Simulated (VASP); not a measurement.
# C (R-3m) in VASP: a series of runs

C is run at these levels: PBE; tasks: single point.

Program: VASP 6.6.1. These are calculated values, not measurements. Logs are shortened: lines on timing, memory, paths and dates and some standing lists are left out, and cuts for length are marked.

## 1. The cell of the first run

Symmetry: R-3m, No. 166, trigonal system. The conventional cell has a = 2.467 Å, b = 2.467 Å, c = 26.055 Å, α = 90.00°, β = 90.00°, γ = 120.00°. C (site symmetry 3m) has 3 C at 1.42 Å within 1.9 Å. Within 1.9 Å of C (site symmetry 3m) lie 3 C at 1.42 Å.

## 2. Single point, PBE

INCAR reads:

```
ALGO = Normal ; EDIFF = 1E-6
ENCUT = 520 ; GGA = PE
ISIF = 2 ; ISMEAR = 0
LASPH = T ; LCHARG = F
LREAL = F ; LWAVE = F
NBANDS = 16 ; NELM = 100
PREC = Accurate ; SIGMA = 0.01
```

KPOINTS reads:

```
k-points
0
Gamma
  18 18 18
```

POSCAR reads:

```
C
1.0
    1.2332554235      0.7120203508      8.6848646716
   -1.2332554235      0.7120203508      8.6848646716
    0.0000000000     -1.4240407015      8.6848646716
C
4
Direct
    0.9175173975      0.9175173975      0.9175173975
    0.2508492540      0.2508492540      0.2508492540
    0.7491507460      0.7491507460      0.7491507460
    0.0824826025      0.0824826025      0.0824826025
```

Potentials or basis: VASP PAW PBE potentials, release 64 (C).

Command:

```
$ cat potpaw_PBE.64/C/POTCAR > POTCAR
$ mpirun -np 1 vasp_std > vasp.out
```

OUTCAR:

```text
EDIFF = 1E-6
   ENCUT = 520
   GGA = PE
   ISIF = 2
   ISMEAR = 0
   LASPH = T
   LREAL = F
   NELM = 100
   PREC = Accurate

 ion  position               nearest neighbor table
   1  0.918  0.918  0.918-   2 1.42   2 1.42   2 1.42
   2  0.251  0.251  0.251-   1 1.42   1 1.42   1 1.42
   3  0.749  0.749  0.749-   4 1.42   4 1.42   4 1.42
   4  0.082  0.082  0.082-   3 1.42   3 1.42   3 1.42

  LATTYP: Found a trigonal (rhomboedric) cell.
 ALAT       =     8.8008389534
 COS(alpha) =     0.9607275572

  Lattice vectors:

 A1 = (   1.2332554235,   0.7120203508,   8.6848646716)
 A2 = (  -1.2332554235,   0.7120203508,   8.6848646716)
 A3 = (   0.0000000000,  -1.4240407015,   8.6848646716)

Analysis of symmetry for initial positions (statically):
=====================================================================
 Subroutine PRICEL returns:
 Original cell was already a primitive cell.

 Routine SETGRP: Setting up the symmetry group for a
 trigonal (rhombohedral) supercell.

 Subroutine GETGRP returns: Found 12 space group operations
 (whereof 12 operations were pure point group operations)
 out of a pool of 12 trial point group operations.

The static configuration has the point symmetry D_3d.

Analysis of symmetry for dynamics (positions and initial velocities):
=====================================================================
 Subroutine PRICEL returns:
 Original cell was already a primitive cell.

 Routine SETGRP: Setting up the symmetry group for a
 trigonal (rhombohedral) supercell.

 Subroutine GETGRP returns: Found 12 space group operations
 (whereof 12 operations were pure point group operations)
 out of a pool of 12 trial point group operations.

The dynamic configuration has the point symmetry D_3d.

 Subroutine INISYM returns: Found 12 space group operations
 (whereof 12 operations are pure point group operations),
 and found     1 'primitive' translations

----------------------------------------------------------------------------------------

                                     Primitive cell

  volume of cell :      45.7572

  direct lattice vectors                    reciprocal lattice vectors
     1.233255423  0.712020351  8.684864672     0.405431017  0.234075707  0.038380947
    -1.233255423  0.712020351  8.684864672    -0.405431017  0.234075707  0.038380947
     0.000000000 -1.424040702  8.684864672     0.000000000 -0.468151413  0.038380947

  length of vectors
     8.800838953  8.800838953  8.800838953     0.469722091  0.469722091  0.469722091

  position of ions in fractional coordinates (direct lattice)
     0.917517397  0.917517397  0.917517397
     0.250849254  0.250849254  0.250849254
     0.749150746  0.749150746  0.749150746
     0.082482603  0.082482603  0.082482603

  ion indices of the primitive-cell ions
   primitive index   ion index
                 1           1
                 2           2
                 3           3
                 4           4

----------------------------------------------------------------------------------------

 KPOINTS: k-points

Automatic generation of k-mesh.
 Grid dimensions read from file:
 generate k-points for:   18   18   18

 Generating k-lattice:

  Cartesian coordinates                     Fractional coordinates (reciprocal lattice)
     0.022523945  0.013004206  0.002132275     0.055555556 -0.000000000  0.000000000
    -0.022523945  0.013004206  0.002132275    -0.000000000  0.055555556  0.000000000
     0.000000000 -0.026008412  0.002132275     0.000000000  0.000000000  0.055555556

  Length of vectors
     0.026095672  0.026095672  0.026095672

  Shift w.r.t. Gamma in fractional coordinates (k-lattice)
     0.000000000  0.000000000  0.000000000

 Subroutine IBZKPT returns following result:
 ===========================================

 Found    580 irreducible k-points:

 Following reciprocal coordinates:
            Coordinates               Weight
  0.000000  0.000000  0.000000      1.000000
  0.055556  0.000000  0.000000      6.000000
  0.111111  0.000000  0.000000      6.000000
  0.166667  0.000000  0.000000      6.000000
  0.222222  0.000000  0.000000      6.000000
  0.277778  0.000000  0.000000      6.000000
[... 16 lines left out ...]
 -0.277778  0.055556 -0.000000     12.000000
 -0.222222  0.055556 -0.000000     12.000000
 [... further k-points ...]
   k-points           NKPTS =    580   k-points in BZ     NKDIM =    580   number of bands    NBANDS=     16
   number of dos      NEDOS =    301   number of ions     NIONS =      4
   total plane-waves  NPLWV = 343000
   dimension x,y,z NGX =    70 NGY =   70 NGZ =   70
   dimension x,y,z NGXF=   140 NGYF=  140 NGZF=  140
   ions per type =               4
   NGX,Y,Z   is equivalent  to a cutoff of  13.22, 13.22, 13.22 a.u.
   NGXF,Y,Z  is equivalent  to a cutoff of  26.45, 26.45, 26.45 a.u.
 SYSTEM =  unknown system
   PREC   = accura    normal or accurate (medium, high low for compatibility)
   ISTART =      0    job   : 0-new  1-cont  2-samecut
   ICHARG =      2    charge: 1-file 2-atom 10-const
   ISPIN  =      1    spin polarized calculation?
   LNONCOLLINEAR =      F non collinear calculations
   LSORBIT =      F    spin-orbit coupling
   LASPH  =      T    aspherical Exc in radial PAW
   ENCUT  =  520.0 eV  38.22 Ry    6.18 a.u.  16.36 16.36 16.36*2*pi/ulx,y,z
   NELM   =    100;   NELMIN=  2; NELMDL= -5     # of ELM steps
   EDIFF  = 0.1E-05   stopping-criterion for ELM
   LREAL  =      F    real-space projection
   EDIFFG = 0.1E-04   stopping-criterion for IOM
   NSW    =      0    number of steps for IOM
   IBRION =     -1    ionic relax: 0-MD 1-quasi-New 2-CG
   NFREE  =      0    steps in history (QN), initial steepest desc. (CG)
   ISIF   =      2    stress and relaxation
   ISYM   =      2    0-nonsym 1-usesym 2-fastsym
   POTIM  = 0.5000    time-step for ionic-motion
   TEBEG  =    0.0;   TEEND  =   0.0 temperature during run
   PSTRESS=    0.0 pullay stress
   NELECT =      16.0000    total number of electrons
   NUPDOWN=      -1.0000    fix difference up-down
   EMIN   =  10.00;   EMAX   =-10.00  energy-range for DOS
   EFERMI =   0.00;   METHOD = LEGACY
   ISMEAR =     0;   SIGMA  =   0.01  broadening in eV -4-tet -1-fermi 0-gaus
   EFERMI_NEDOS =   21; number of points for ismear=-14 and -15
   IALGO  =     38    algorithm
   IMIX   =      4    mixing-type and parameters
     AMIX     =   0.40;   BMIX     =  1.00
     AMIX_MAG =   1.60;   BMIX_MAG =  1.00
  volume/ion in A,a.u.               =      11.44        77.20
  Fermi-wavevector in a.u.,A,eV,Ry     =   1.153351  2.179518 18.098728  1.330219
  Thomas-Fermi vector in A             =   2.289996
   LORBIT       =      0    0 simple, 1 ext, 2 COOP (PROOUT), +10 PAW based schemes
   GGA     = PE    functional components
   LHFCALC =     F    Hartree Fock is set to
   AEXX    =    0.0000 exact exchange contribution
   IVDW    =     0    specifies the selected vdW correction
   LEPSILON=     F    determine dielectric tensor
   LRPA    =     F    only Hartree local field effects (RPA)
 non-spin polarized calculation
 Gauss-broadening in eV      SIGMA  =   0.01
  energy-cutoff  :      520.00
  volume of cell :       45.76
 maximum number of plane-waves:      1255
 NGX is ok and might be reduce to    70
   NGX = 33   NGY = 33   NGZ = 33

 number of electron      16.0000000 magnetization

 Free energy of the ion-electron system (eV)
  ---------------------------------------------------
  ext. energy  EPLUGINS =         0.00000000
  ---------------------------------------------------
  free energy    TOTEN  =       -36.90370731 eV

  energy without entropy =      -36.90370730  energy(sigma->0) =      -36.90370730

 E-fermi :   2.6650     XC(G=0):  -8.6067

 val. band max:        2.6349287137   @ k =  -0.1667   0.5000   0.1667
 cond. band min:       2.6951698541   @ k =  -0.2778   0.3889   0.0556
 fundamental gap:      0.0602411404
 Fermi energy:         2.6650473764

 k-point     1 :       0.0000    0.0000    0.0000
  band No.  band energies     occupation
      1     -16.8649      2.00000
      2     -16.8350      2.00000
      3      -5.1554      2.00000
      4      -4.7281      2.00000
      5      -0.3790      2.00000
      6      -0.3790      2.00000
[... 8 lines left out ...]
     15      12.6728      0.00000
     16      14.0799      0.00000

 k-point     2 :       0.0556    0.0000    0.0000
  band No.  band energies     occupation
      1     -16.7920      2.00000
      2     -16.7622      2.00000
      3      -5.0672      2.00000
      4      -4.6423      2.00000
      5      -0.6768      2.00000
      6      -0.6761      2.00000
[... 8 lines left out ...]
     15      12.7798      0.00000
     16      13.8253      0.00000

 k-point     3 :       0.1111    0.0000    0.0000
  band No.  band energies     occupation
      1     -16.5732      2.00000
      2     -16.5441      2.00000
      3      -4.8036      2.00000
      4      -4.3859      2.00000
      5      -1.4945      2.00000
      6      -1.4930      2.00000
[... 8 lines left out ...]
     15      13.0993      0.00000
     16      13.1142      0.00000

 k-point     4 :       0.1667    0.0000    0.0000
  band No.  band energies     occupation
      1     -16.2098      2.00000
      2     -16.1819      2.00000
      3      -4.3677      2.00000
      4      -3.9622      2.00000
      5      -2.6687      2.00000
      6      -2.6660      2.00000
[... 8 lines left out ...]
     15      13.5030      0.00000
     16      13.5042      0.00000
[... 324 lines left out ...]
 k-point    22 :      -0.3333    0.0556    0.0000
  band No.  band energies     occupation
      1     -13.7884      2.00000
      2     -13.7666      2.00000
      3      -7.6602      2.00000
      4      -7.6518      2.00000
      5      -3.5465      2.00000
      6      -3.5457      2.00000
[... 8 lines left out ...]
     15      16.3682      0.00000
     16      17.2975      0.00000

 k-point    23 :      -0.2778    0.0556   -0.0000
  band No.  band energies     occupation
      1     -14.6316      2.00000
      2     -14.6076      2.00000
      3      -6.2226      2.00000
      4      -6.2164      2.00000
      5      -3.1321      2.00000
      6      -3.1311      2.00000
[... 8 lines left out ...]
     15      15.4095      0.00000
     16      16.9970      0.00000

 k-point    24 :      -0.2222    0.0556   -0.0000
  band No.  band energies     occupation
      1     -15.3446      2.00000
      2     -15.3187      2.00000
      3      -4.7736      2.00000
      4      -4.7691      2.00000
      5      -3.3454      2.00000
      6      -2.9623      2.00000
[... 8 lines left out ...]
     15      14.5612      0.00000
     16      15.5254      0.00000

 [... further k-points ...]

------------------------ aborting loop because EDIFF is reached ----------------------------------------

  FORCE on cell =-STRESS in cart. coord.  units (eV):
  Direction    XX          YY          ZZ          XY          YZ          ZX
  --------------------------------------------------------------------------------------
  -------------------------------------------------------------------------------------
  Total        0.1568687      0.1568687     -0.0127219      0.0000000     -0.0000000     -0.0000000
  in kB        5.4927165      5.4927165     -0.4454552      0.0000000     -0.0000000     -0.0000000
  external PRESSURE =       3.5133259 kB  Pullay stress =       0.0000000 kB

 VOLUME and BASIS-vectors are now :
 -----------------------------------------------------------------------------
  energy-cutoff  :      520.00
  volume of cell :       45.76
      direct lattice vectors                 reciprocal lattice vectors
     1.233255423  0.712020351  8.684864672     0.405431017  0.234075707  0.038380947
    -1.233255423  0.712020351  8.684864672    -0.405431017  0.234075707  0.038380947
     0.000000000 -1.424040702  8.684864672     0.000000000 -0.468151413  0.038380947

 POSITION                                       TOTAL-FORCE (eV/Angst)
 -----------------------------------------------------------------------------------
      0.00000      0.00000     23.90554         0.000000     -0.000000     -0.000098
      0.00000      0.00000      6.53578         0.000000     -0.000000     -0.000189
      0.00000      0.00000     19.51882         0.000000      0.000000      0.000189
      0.00000      0.00000      2.14905         0.000000      0.000000      0.000098
 -----------------------------------------------------------------------------------
    total drift:                                0.000000      0.000000     -0.000000

  FREE ENERGIE OF THE ION-ELECTRON SYSTEM (eV)
  ---------------------------------------------------
  free  energy   TOTEN  =       -36.9037073070 eV

  energy  without entropy=      -36.9037072990  energy(sigma->0) =      -36.90370730
```

It took 51 min on 1 thread of Intel Xeon 6975P-C (Granite Rapids), shared host; peak memory 0.84 GiB.

What came out:

```yaml
Free_energy: -36.9037 eV
Pressure: 0.4 GPa
```

Caveat: this functional lacks dispersion, which binds layers or chains, so the pressure and a relaxed spacing across them are unreliable.

## 3. Single point, PBE

This run uses another cell than the first one, of 10.91 Å³/atom.

INCAR reads:

```
SYSTEM = C
  ALGO = Normal
  EDIFF = 1E-6
  ENCUT = 520
  GGA = PE
  ISIF = 2
  ISMEAR = 0
  LASPH = .True.
  LCHARG = .False.
  LREAL = .False.
  LWAVE = .False.
  NBANDS = 16
  NELM = 100
  PREC = Accurate
  SIGMA = 0.1
```

KPOINTS reads:

```
k-points
0
Gamma
  9 9 9
  0 0 0
```

POSCAR reads:

```
C
1.0
    1.2331881000      0.7119814800      8.2826151000
   -1.2331881000      0.7119814800      8.2826151000
    0.0000000000     -1.4239629600      8.2826151000
C
4
Direct
    0.9128269200      0.9128269200      0.9128269200
    0.2461499400      0.2461499400      0.2461499400
    0.7538500600      0.7538500600      0.7538500600
    0.0871730800      0.0871730800      0.0871730800
```

Potentials or basis: VASP PAW PBE potentials, release 64 (C).

Command:

```
$ cat potpaw_PBE.64/C/POTCAR > POTCAR
$ mpirun -np 1 vasp_std > vasp.out
```

OUTCAR:

```text
SYSTEM = C
   EDIFF = 1E-6
   ENCUT = 520
   GGA = PE
   ISIF = 2
   ISMEAR = 0
   LASPH = .True.
   LREAL = .False.
   NELM = 100
   PREC = Accurate

 ion  position               nearest neighbor table
   1  0.913  0.913  0.913-   2 1.42   2 1.42   2 1.42
   2  0.246  0.246  0.246-   1 1.42   1 1.42   1 1.42
   3  0.754  0.754  0.754-   4 1.42   4 1.42   4 1.42
   4  0.087  0.087  0.087-   3 1.42   3 1.42   3 1.42

  LATTYP: Found a trigonal (rhomboedric) cell.
 ALAT       =     8.4041289503
 COS(alpha) =     0.9569371043

  Lattice vectors:

 A1 = (   1.2331881000,   0.7119814800,   8.2826151000)
 A2 = (  -1.2331881000,   0.7119814800,   8.2826151000)
 A3 = (   0.0000000000,  -1.4239629600,   8.2826151000)

Analysis of symmetry for initial positions (statically):
=====================================================================
 Subroutine PRICEL returns:
 Original cell was already a primitive cell.

 Routine SETGRP: Setting up the symmetry group for a
 trigonal (rhombohedral) supercell.

[... 170 lines left out ...]
 E-fermi :   2.9996     XC(G=0):  -8.9019

 val. band max:        2.9081385921   @ k =  -0.3333   0.3333   0.0000
 cond. band min:       3.0902716799   @ k =  -0.2222   0.4444   0.1111
 fundamental gap:      0.1821330878
 Fermi energy:         2.9996371158

 k-point     1 :       0.0000    0.0000    0.0000
  band No.  band energies     occupation
      1     -16.5423      2.00000
      2     -16.4895      2.00000
      3      -4.9092      2.00000
      4      -4.2982      2.00000
      5      -0.0442      2.00000
      6      -0.0442      2.00000
[... 433 lines left out ...]
      3      -9.3795      2.00000
      4      -9.3636      2.00000
      5      -3.3489      2.00000
      6      -3.3425      2.00000
[... 8 lines left out ...]
     15      15.8808      0.00000
     16      16.6310      0.00000

 [... further k-points ...]

------------------------ aborting loop because EDIFF is reached ----------------------------------------

  FORCE on cell =-STRESS in cart. coord.  units (eV):
  Direction    XX          YY          ZZ          XY          YZ          ZX
  --------------------------------------------------------------------------------------
  -------------------------------------------------------------------------------------
  Total        0.2030701      0.2030701      0.0070912      0.0000000      0.0000000     -0.0000000
  in kB        7.4565823      7.4565823      0.2603817      0.0000000      0.0000000     -0.0000000
  external PRESSURE =       5.0578488 kB  Pullay stress =       0.0000000 kB

 VOLUME and BASIS-vectors are now :
 -----------------------------------------------------------------------------
  energy-cutoff  :      520.00
  volume of cell :       43.63
      direct lattice vectors                 reciprocal lattice vectors
     1.233188100  0.711981480  8.282615100     0.405453150  0.234088486  0.040244938
    -1.233188100  0.711981480  8.282615100    -0.405453150  0.234088486  0.040244938
     0.000000000 -1.423962960  8.282615100     0.000000000 -0.468176972  0.040244938

 POSITION                                       TOTAL-FORCE (eV/Angst)
 -----------------------------------------------------------------------------------
      0.00000      0.00000     22.68178         0.000000      0.000000      0.000518
      0.00000      0.00000      6.11630         0.000000     -0.000000      0.006878
      0.00000      0.00000     18.73155         0.000000      0.000000     -0.006878
      0.00000      0.00000      2.16606         0.000000      0.000000     -0.000518
 -----------------------------------------------------------------------------------
    total drift:                               -0.000000     -0.000000      0.000000

  FREE ENERGIE OF THE ION-ELECTRON SYSTEM (eV)
  ---------------------------------------------------
  free  energy   TOTEN  =       -36.8794087681 eV

  energy  without entropy=      -36.8778927231  energy(sigma->0) =      -36.87865075
```

Wall time 4.9 min (1 thread of Intel Xeon 6975P-C (Granite Rapids), shared host); peak memory 0.54 GiB.

What came out:

- Free energy: -36.8794 eV
- Pressure: 0.5 GPa
- Largest force: 0.007 eV/Å

Forces in eV/Å, atoms in the order of the input:
```
C    0.000  0.000  0.001
C    0.000  0.000  0.007
C    0.000  0.000 -0.007
C    0.000  0.000 -0.001
```

Caveat: this functional lacks dispersion, which binds layers or chains, so the pressure and a relaxed spacing across them are unreliable.
